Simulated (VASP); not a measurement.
# Ti (P6/mmm) in VASP: further runs

Ti is run at these levels: BLYP; tasks: single point, relaxation of cell and atoms.

Everything below comes from runs of VASP 6.6.1. Logs are shortened: lines on timing, memory, paths and dates and some standing lists are left out, and cuts for length are marked.

## 1. The cell of the first run

Symmetry: P6/mmm, No. 191, hexagonal system. The conventional cell has a = 4.793 Å, b = 4.793 Å, c = 2.966 Å, α = 90.00°, β = 90.00°, γ = 120.00°. Ti (site symmetry 6/mmm) has 14 Ti at 2.97 to 3.14 Å within 3.9 Å. Within 3.6 Å of Ti (site symmetry -6m2) lie 11 Ti at 2.77 to 3.14 Å.

## 2. Single point, BLYP (volume scaled by 1.12)

INCAR

```
SYSTEM = Ti
PREC     = Accurate       ! precision mode
ENCUT    = 520            ! plane-wave cutoff, eV
EDIFF    = 1E-6           ! SCF threshold, eV
ISMEAR   = -1             ! smearing method
SIGMA    = 0.1            ! smearing width, eV
LREAL    = .False.        ! projectors in reciprocal space
LASPH    = .True.         ! aspherical terms in the spheres
NELM     = 80             ! most SCF steps
ALGO     = Normal         ! electronic algorithm
ISIF     = 2              ! what is computed and relaxed
LWAVE    = .False.        ! write WAVECAR
LCHARG   = .False.        ! write CHGCAR
GGA      = B5             ! functional
ALDAX    = 1.0          
AGGAX    = 1.0          
AGGAC    = 1.0          
ALDAC    = 0.0          
NBANDS   = 25             ! bands
```

KPOINTS

```
regular mesh
0
Gamma
  9 9 12
  0 0 0
```

POSCAR

```
Ti
1.0
    4.7929379764      0.0000000000      0.0000000000
   -2.3964689882      4.1508060464      0.0000000000
    0.0000000000      0.0000000000      2.9663960402
Ti
3
Direct
    0.0000000000      0.0000000000      0.0000000000
    0.3333333333      0.6666666667      0.5000000000
    0.6666666667      0.3333333333      0.5000000000
```

Potentials or basis: VASP PAW PBE potentials, release 64 (Ti_sv).

Started as:

```
$ cat potpaw_PBE.64/Ti_sv/POTCAR > POTCAR
$ mpirun -np 1 vasp_std > vasp.out
```

OUTCAR:

```text
SYSTEM = Ti
   PREC = Accurate
   ENCUT = 520
   EDIFF = 1E-6
   ISMEAR = -1
   LREAL = .False.
   LASPH = .True.
   NELM = 80
   ISIF = 2
   GGA = B5

 ion  position               nearest neighbor table
   1  0.000  0.000  0.000-
   2  0.333  0.667  0.500-   3 2.77   3 2.77   3 2.77
   3  0.667  0.333  0.500-   2 2.77   2 2.77   2 2.77

  LATTYP: Found a hexagonal cell.
 ALAT       =     4.7929379764
 C/A-ratio  =     0.6189097491

  Lattice vectors:

 A1 = (   4.7929379764,   0.0000000000,   0.0000000000)
 A2 = (  -2.3964689882,   4.1508060464,   0.0000000000)
 A3 = (   0.0000000000,   0.0000000000,   2.9663960402)

Analysis of symmetry for initial positions (statically):
=====================================================================
 Subroutine PRICEL returns:
 Original cell was already a primitive cell.

 Routine SETGRP: Setting up the symmetry group for a
 hexagonal supercell.

 Subroutine GETGRP returns: Found 24 space group operations
 (whereof 24 operations were pure point group operations)
 out of a pool of 24 trial point group operations.

The static configuration has the point symmetry D_6h.

Analysis of symmetry for dynamics (positions and initial velocities):
=====================================================================
 Subroutine PRICEL returns:
 Original cell was already a primitive cell.

 Routine SETGRP: Setting up the symmetry group for a
 hexagonal supercell.

 Subroutine GETGRP returns: Found 24 space group operations
 (whereof 24 operations were pure point group operations)
 out of a pool of 24 trial point group operations.

The dynamic configuration has the point symmetry D_6h.

 Subroutine INISYM returns: Found 24 space group operations
 (whereof 24 operations are pure point group operations),
 and found     1 'primitive' translations

----------------------------------------------------------------------------------------

                                     Primitive cell

  volume of cell :      59.0151

  direct lattice vectors                    reciprocal lattice vectors
     4.792937976  0.000000000  0.000000000     0.208640296  0.120458531  0.000000000
    -2.396468988  4.150806046  0.000000000     0.000000000  0.240917063  0.000000000
     0.000000000  0.000000000  2.966396040     0.000000000  0.000000000  0.337109404

  length of vectors
     4.792937976  4.792937976  2.966396040     0.240917063  0.240917063  0.337109404

  position of ions in fractional coordinates (direct lattice)
     0.000000000  0.000000000  0.000000000
     0.333333333  0.666666667  0.500000000
     0.666666667  0.333333333  0.500000000

  ion indices of the primitive-cell ions
   primitive index   ion index
                 1           1
                 2           2
                 3           3

----------------------------------------------------------------------------------------

 KPOINTS: regular mesh

Automatic generation of k-mesh.
 Grid dimensions read from file:
 generate k-points for:    9    9   12

 Generating k-lattice:

  Cartesian coordinates                     Fractional coordinates (reciprocal lattice)
     0.023182255  0.013384281  0.000000000     0.111111111 -0.000000000  0.000000000
     0.000000000  0.026768563  0.000000000     0.000000000  0.111111111  0.000000000
     0.000000000  0.000000000  0.028092450     0.000000000  0.000000000  0.083333333

  Length of vectors
     0.026768563  0.026768563  0.028092450

  Shift w.r.t. Gamma in fractional coordinates (k-lattice)
     0.000000000  0.000000000  0.000000000

 Subroutine IBZKPT returns following result:
 ===========================================

 Found     84 irreducible k-points:

 Following reciprocal coordinates:
            Coordinates               Weight
  0.000000  0.000000  0.000000      1.000000
  0.111111  0.000000  0.000000      6.000000
  0.222222  0.000000  0.000000      6.000000
  0.333333  0.000000  0.000000      6.000000
  0.444444  0.000000  0.000000      6.000000
  0.111111  0.111111  0.000000      6.000000
[... 16 lines left out ...]
  0.333333  0.222222  0.083333     24.000000
  0.333333  0.333333  0.083333      4.000000
 [... further k-points ...]
   k-points           NKPTS =     84   k-points in BZ     NKDIM =     84   number of bands    NBANDS=     25
   number of dos      NEDOS =    301   number of ions     NIONS =      3
   total plane-waves  NPLWV =  31104
   dimension x,y,z NGX =    36 NGY =   36 NGZ =   24
   dimension x,y,z NGXF=    72 NGYF=   72 NGZF=   48
   ions per type =               3
   NGX,Y,Z   is equivalent  to a cutoff of  12.49, 12.49, 13.45 a.u.
   NGXF,Y,Z  is equivalent  to a cutoff of  24.97, 24.97, 26.90 a.u.
 SYSTEM =  Ti
   PREC   = accura    normal or accurate (medium, high low for compatibility)
   ISTART =      0    job   : 0-new  1-cont  2-samecut
   ICHARG =      2    charge: 1-file 2-atom 10-const
   ISPIN  =      1    spin polarized calculation?
   LNONCOLLINEAR =      F non collinear calculations
   LSORBIT =      F    spin-orbit coupling
   LASPH  =      T    aspherical Exc in radial PAW
   ENCUT  =  520.0 eV  38.22 Ry    6.18 a.u.   8.91  8.91  5.52*2*pi/ulx,y,z
   NELM   =     80;   NELMIN=  2; NELMDL= -5     # of ELM steps
   EDIFF  = 0.1E-05   stopping-criterion for ELM
   LREAL  =      F    real-space projection
   EDIFFG = 0.1E-04   stopping-criterion for IOM
   NSW    =      0    number of steps for IOM
   IBRION =     -1    ionic relax: 0-MD 1-quasi-New 2-CG
   NFREE  =      0    steps in history (QN), initial steepest desc. (CG)
   ISIF   =      2    stress and relaxation
   ISYM   =      2    0-nonsym 1-usesym 2-fastsym
   POTIM  = 0.5000    time-step for ionic-motion
   TEBEG  =    0.0;   TEEND  =   0.0 temperature during run
   PSTRESS=    0.0 pullay stress
   NELECT =      36.0000    total number of electrons
   NUPDOWN=      -1.0000    fix difference up-down
   EMIN   =  10.00;   EMAX   =-10.00  energy-range for DOS
   EFERMI =   0.00;   METHOD = LEGACY
   ISMEAR =    -1;   SIGMA  =   0.10  broadening in eV -4-tet -1-fermi 0-gaus
   EFERMI_NEDOS =   21; number of points for ismear=-14 and -15
   IALGO  =     38    algorithm
   IMIX   =      4    mixing-type and parameters
     AMIX     =   0.40;   BMIX     =  1.00
     AMIX_MAG =   1.60;   BMIX_MAG =  1.00
  volume/ion in A,a.u.               =      19.67       132.75
  Fermi-wavevector in a.u.,A,eV,Ry     =   1.388421  2.623735 26.228130  1.927713
  Thomas-Fermi vector in A             =   2.512549
   LORBIT       =      0    0 simple, 1 ext, 2 COOP (PROOUT), +10 PAW based schemes
   GGA     = B5    functional components
   LHFCALC =     F    Hartree Fock is set to
   AEXX    =    0.0000 exact exchange contribution
   IVDW    =     0    specifies the selected vdW correction
   LEPSILON=     F    determine dielectric tensor
   LRPA    =     F    only Hartree local field effects (RPA)
 non-spin polarized calculation
  energy-cutoff  :      520.00
  volume of cell :       59.02
 maximum number of plane-waves:      1607
 NGX is ok and might be reduce to    36
   NGX = 17   NGY = 17   NGZ = 11

 number of electron      35.9999994 magnetization

 Free energy of the ion-electron system (eV)
  ---------------------------------------------------
  ext. energy  EPLUGINS =         0.00000000
  ---------------------------------------------------
  free energy    TOTEN  =       -20.16303168 eV

  energy without entropy =      -20.02932909  energy(sigma->0) =      -20.09618038

 E-fermi :   7.3996     XC(G=0): -10.3985

 val. band max:        7.3871603268   @ k =   0.3333   0.1111   0.0000
 cond. band min:       7.4299314028   @ k =   0.3333   0.3333   0.2500
 fundamental gap:      0.0427710760
 Fermi energy:         7.3995842481

 k-point     1 :       0.0000    0.0000    0.0000
  band No.  band energies     occupation
      1     -49.4696      2.00000
      2     -49.2022      2.00000
      3     -49.0984      2.00000
      4     -25.9134      2.00000
      5     -25.9134      2.00000
      6     -25.7404      2.00000
[... 17 lines left out ...]
     24       8.9044      0.00000
     25       9.0187      0.00000

 k-point     2 :       0.1111    0.0000    0.0000
  band No.  band energies     occupation
      1     -49.4691      2.00000
      2     -49.1998      2.00000
      3     -49.1013      2.00000
      4     -25.9232      2.00000
      5     -25.9195      2.00000
      6     -25.7313      2.00000
[... 17 lines left out ...]
     24       8.7458      0.00000
     25       9.2561      0.00000

 k-point     3 :       0.2222    0.0000    0.0000
  band No.  band energies     occupation
      1     -49.4680      2.00000
      2     -49.1929      2.00000
      3     -49.1095      2.00000
      4     -25.9444      2.00000
      5     -25.9242      2.00000
      6     -25.7117      2.00000
[... 17 lines left out ...]
     24       8.7991      0.00000
     25       9.5049      0.00000

 k-point     4 :       0.3333    0.0000    0.0000
  band No.  band energies     occupation
      1     -49.4667      2.00000
      2     -49.1826      2.00000
      3     -49.1213      2.00000
      4     -25.9647      2.00000
      5     -25.9157      2.00000
      6     -25.6934      2.00000
[... 17 lines left out ...]
     24       9.1261      0.00000
     25       9.6097      0.00000
[... 477 lines left out ...]
 k-point    22 :       0.2222    0.2222    0.0833
  band No.  band energies     occupation
      1     -49.4640      2.00000
      2     -49.1740      2.00000
      3     -49.1263      2.00000
      4     -25.9356      2.00000
      5     -25.9285      2.00000
      6     -25.7401      2.00000
[... 17 lines left out ...]
     24       9.2364      0.00000
     25       9.3773      0.00000

 k-point    23 :       0.3333    0.2222    0.0833
  band No.  band energies     occupation
      1     -49.4635      2.00000
      2     -49.1628      2.00000
      3     -49.1382      2.00000
      4     -25.9382      2.00000
      5     -25.9118      2.00000
      6     -25.7666      2.00000
[... 17 lines left out ...]
     24       9.0875      0.00000
     25       9.5273      0.00000

 k-point    24 :       0.3333    0.3333    0.0833
  band No.  band energies     occupation
      1     -49.4633      2.00000
      2     -49.1506      2.00000
      3     -49.1506      2.00000
      4     -25.9179      2.00000
      5     -25.9179      2.00000
      6     -25.7909      2.00000
[... 17 lines left out ...]
     24       8.9732      0.00000
     25       9.7398      0.00000

 [... further k-points ...]
[... 5 lines left out ...]
  --------------------------------------------------------------------------------------
  -------------------------------------------------------------------------------------
  Total       -3.4592574     -3.4592574     -3.5569674      0.0000000      0.0000000      0.0000000
  in kB      -93.9139427    -93.9139427    -96.5666314      0.0000000      0.0000000      0.0000000
  external PRESSURE =     -94.7981723 kB  Pullay stress =       0.0000000 kB

 VOLUME and BASIS-vectors are now :
 -----------------------------------------------------------------------------
  energy-cutoff  :      520.00
  volume of cell :       59.02
      direct lattice vectors                 reciprocal lattice vectors
     4.792937976  0.000000000  0.000000000     0.208640296  0.120458531  0.000000000
    -2.396468988  4.150806046  0.000000000     0.000000000  0.240917063  0.000000000
     0.000000000  0.000000000  2.966396040     0.000000000  0.000000000  0.337109404

 POSITION                                       TOTAL-FORCE (eV/Angst)
 -----------------------------------------------------------------------------------
      0.00000      0.00000      0.00000         0.000000      0.000000     -0.000000
     -0.00000      2.76720      1.48320        -0.000000     -0.000000      0.000000
      2.39647      1.38360      1.48320        -0.000000      0.000000     -0.000000
 -----------------------------------------------------------------------------------
    total drift:                                0.000000      0.000000     -0.000000

  FREE ENERGIE OF THE ION-ELECTRON SYSTEM (eV)
  ---------------------------------------------------
  free  energy   TOTEN  =       -20.1630316766 eV

  energy  without entropy=      -20.0293290901  energy(sigma->0) =      -20.09618038
```

Run time: 53 s. Hardware: 1 thread of Intel Xeon 6975P-C (Granite Rapids), shared host; peak memory 0.23 GiB.

Results:

```yaml
Free_energy: -20.1630 eV
Pressure: -9.5 GPa
Band_gap_on_the_k_mesh: zero (band 18 reaches 7.57 eV, above the bottom of band 19 at 7.34 eV)
```

Stress tensor (GPa, compression positive):
```
-9.39  0.00  0.00
 0.00 -9.39  0.00
 0.00  0.00 -9.66
```

Levels at points of the mesh, in eV from the Fermi level:
| k point | band 16 | band 17 | band 18 | band 19 | band 20 | band 21 |
| --- | --- | --- | --- | --- | --- | --- |
| (0.00, 0.00, 0.00) | -0.59 | -0.49 | -0.49 | -0.06 | 0.57 | 1.08 |
| (0.00, 0.00, 0.50) | -1.54 | -1.31 | -1.31 | 0.96 | 0.96 | 1.02 |

Caveat: the cell differs from its parent crystal (volume scaled by 1.12); the PAW data sets were made with another functional, which shifts forces and pressure a little.

## 3. Single point, BLYP

This run uses another cell than the first one, of 17.56 Å³/atom, 0.893 times its volume.

INCAR

```
SYSTEM = Ti
AGGAC = 1.0
AGGAX = 1.0
ALDAC = 0.0
ALDAX = 1.0
ALGO = Normal
EDIFF = 1E-6
ENCUT = 520
GGA = B5
ISIF = 2
ISMEAR = -1
LASPH = .TRUE.
LCHARG = .FALSE.
LREAL = .FALSE.
LWAVE = .FALSE.
NBANDS = 25
NELM = 100
PREC = Accurate
SIGMA = 0.1
```

KPOINTS

```
k-points
0
G
  11 11 15
  0 0 0
```

POSCAR

```
Ti
1.0
    4.6152560623      0.0000000000      0.0000000000
   -2.3076280312      3.9969289950      0.0000000000
    0.0000000000      0.0000000000      2.8564269713
Ti
3
Direct
    0.0000000000      0.0000000000      0.0000000000
    0.3333333333      0.6666666667      0.5000000000
    0.6666666667      0.3333333333      0.5000000000
```

Potentials or basis: VASP PAW PBE potentials, release 64 (Ti_sv).

Started as:

```
$ cat potpaw_PBE.64/Ti_sv/POTCAR > POTCAR
$ mpirun -np 1 vasp_std > vasp.out
```

Wall time 3.5 min (1 thread of Intel Xeon Platinum 8259CL at 2.50GHz (Skylake/Cascade Lake), shared host); peak memory 0.26 GiB.

It converged, with:

| Quantity | Value |
| --- | --- |
| Free energy | -20.3649 eV |
| Pressure | 0.0 GPa |
| Band gap on the k mesh | zero (band 18 reaches 8.75 eV, above the bottom of band 19 at 8.48 eV) |

Levels at points of the mesh, in eV from the Fermi level:
```tsv
k point	band 15	band 16	band 17	band 18	band 19	band 20	band 21	band 22
(0.00, 0.00, 0.00)	-0.63	-0.63	-0.54	-0.54	-0.03	0.64	1.22	1.22
```

Caveat: the PAW data sets were made with another functional, which shifts forces and pressure a little.

## 4. Relaxation of cell and atoms, BLYP

This run uses another cell than the first one, of 17.66 Å³/atom, 0.898 times its volume.

INCAR

```
SYSTEM = Ti
  PREC = Accurate
  ENCUT = 600
  EDIFF = 1E-7
  ISMEAR = -1
  SIGMA = 0.1
  LREAL = .FALSE.
  LASPH = .TRUE.
  NELM = 100
  ALGO = Normal
  ISIF = 3
  LWAVE = .FALSE.
  LCHARG = .FALSE.
  GGA = B5
  ALDAX = 1.0
  AGGAX = 1.0
  AGGAC = 1.0
  ALDAC = 0.0
  IBRION = 2
  NSW = 80
  EDIFFG = -0.01
```

KPOINTS

```
regular mesh
0
G
  8 8 11
  0 0 0
```

POSCAR

```
Ti
1.0
    4.6382998794      0.0000000000      0.0000000000
   -2.3191499397      4.0168855259      0.0000000000
    0.0000000000      0.0000000000      2.8432778261
Ti
3
Direct
    0.0000000000      0.0000000000      0.0000000000
    0.3333333333      0.6666666667      0.5000000000
    0.6666666667      0.3333333333      0.5000000000
```

Started as:

```
$ cat potpaw_PBE.64/Ti_sv/POTCAR > POTCAR
$ mpirun -np 1 vasp_std > vasp.out
```

Wall time 7.2 min (1 thread of Intel Xeon Platinum 8259CL at 2.50GHz (Skylake/Cascade Lake), shared host); peak memory 0.23 GiB.

The run converged. Its results:

```
Free energy                            : -20.3644 eV
Relaxed volume                         : 17.57 Å³/atom
Relaxed cell                           : a = 4.615 Å, b = 4.615 Å, c = 2.857 Å, α = 90.00°, β = 90.00°, γ = 120.00°
Space group after relaxing (to 0.05 Å) : P6/mmm (No. 191)
Energy gained by relaxing              : 0.7 meV/atom
Ionic steps                            : 5
Pressure after relaxing                : 0.0 GPa
Band gap on the k mesh                 : zero (band 18 reaches 8.75 eV, above the bottom of band 19 at 8.47 eV)
```

Step by step:
```tsv
step	energy change (eV)	largest force (eV/Å)	pressure (GPa)	volume (Å³)
1	0.0000	0.0000	-0.51	52.97
2	-0.0018	0.0000	0.31	52.54
3	-0.0018	0.0000	0.25	52.57
4	-0.0020	0.0000	-0.06	52.73
5	-0.0021	0.0000	-0.02	52.70
```

Final structure:
```
Ti
1.0
     4.61509    0.00000    0.00000
    -2.30754    3.99678    0.00000
     0.00000    0.00000    2.85708
Ti
3
Direct
  0.00000 0.00000 0.00000
  0.33333 0.66667 0.50000
  0.66667 0.33333 0.50000
```

Levels at points of the mesh, in eV from the Fermi level:
```
           k point  band 15  band 16  band 17  band 18  band 19  band 20  band 21  band 22
(0.00, 0.00, 0.00)    -0.63    -0.63    -0.54    -0.54    -0.03     0.64     1.22     1.22
(0.50, 0.00, 0.00)    -2.48    -0.38    -0.37    -0.35     0.07     0.52     0.98     1.26
```

Caveat: the PAW data sets were made with another functional, which shifts forces and pressure a little.

## 5. The runs side by side

```csv
task,cell,k mesh,cutoff (eV),gap on the mesh (eV),pressure (GPa)
single point,"a = 4.793, b = 4.793, c = 2.966 Å, angles 90.0, 90.0, 120.0°, 3 atoms",9 × 9 × 12,520,none,-9.5
single point,"a = 4.615, b = 4.615, c = 2.856 Å, angles 90.0, 90.0, 120.0°, 3 atoms",11 × 11 × 15,520,none,0.0
relaxation of cell and atoms,"relaxed from a = 4.638, b = 4.638, c = 2.843 Å, angles 90.0, 90.0, 120.0°, 3 atoms",8 × 8 × 11,600,none,0.0
```

Alike in all rows: level BLYP; potentials or basis VASP PAW PBE potentials, release 64 (Ti_sv); no spin polarisation; smearing fermi-dirac 0.1 eV.

Caveats: the PAW data sets were made with another functional, which shifts forces and pressure a little.

Total energies depend on the potentials used, so only differences within one code and one set of settings carry meaning.
